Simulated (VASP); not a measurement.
# TaN: electric field gradients with PBEsol

The system is TaN.

```xyz
4
Lattice="3.0480 -0.0305 -0.0305 -1.5504 2.6549 -0.0112 -0.0492 -0.0492 4.9180" Properties=species:S:1:pos:R:3 pbc="T T T"
Ta    0.0000    0.0000    0.0000
Ta   -0.0246   -0.0246    2.4590
N    -0.0299    1.7475    1.2119
N     1.4783    0.8278    3.6645
```

This cell differs from its parent crystal: equal xy, yz and zx shear strains of -2 %.

```
Program                : VASP 6.6.1
Task                   : electric field gradients
Functional             : PBEsol
Potentials or basis    : VASP PAW PBE potentials, release 64 (Ta_pv, N)
Cutoff                 : 520 eV
k mesh                 : 9 × 9 × 5
Occupations            : fermi-dirac, width 0.01 eV
Spin                   : no spin polarisation
Dipole correction      : no
Further INCAR settings : ALGO = Normal; EDIFF = 1e-08; NBANDS = 24
```

| Property | Result |
| --- | --- |
| Pressure | 50.6 GPa |
| Largest force | 0.443 eV/Å |
| Band gap on the k mesh | zero (bands 16 and 17 overlap by 2.46 eV) |
| Largest electric field gradient by atom | Ta -184.2, -210.4; N +7.9 V/Å² |

Forces in eV/Å, atoms in the order of the input:
```
Ta   0.000  0.000  0.000
Ta   0.000  0.000  0.000
N   -0.442  0.011 -0.025
N    0.442 -0.011  0.025
```

Stress tensor (GPa, compression positive):
```
 22.28   3.28   5.44
  3.28  22.21   5.43
  5.44   5.43 107.42
```

Levels at points of the mesh, in eV from the Fermi level:
| k point | band 13 | band 14 | band 15 | band 16 | band 17 | band 18 | band 19 | band 20 |
| --- | --- | --- | --- | --- | --- | --- | --- | --- |
| (0.00, 0.00, 0.00) | -3.64 | -3.63 | -3.45 | -1.97 | -1.73 | -0.79 | -0.48 | 2.89 |

Electric field gradients, principal values (V/Å²):
| atom | least | middle | greatest (by size) |
| --- | --- | --- | --- |
| 1 Ta | 54.607 | 129.569 | -184.176 |
| 2 Ta | 52.934 | 157.512 | -210.446 |
| 3 N | -0.475 | -7.429 | 7.903 |
| 4 N | -0.475 | -7.429 | 7.903 |

Run time: 85 s on 1 thread of Intel(R) Xeon(R) Platinum 8488C (Sapphire Rapids), on a shared host, peak memory 0.29 GiB.

Caveat: the cell differs from its parent crystal (equal xy, yz and zx shear strains of -2 %); the cell stands under pressure; without QUAD_EFG the Cq values of the log hold for a quadrupole moment of 1 mb, not for the nuclei; the PAW data sets were made with another functional, which shifts forces and pressure a little; spin-orbit coupling is left out, which moves the levels of the heavy elements.
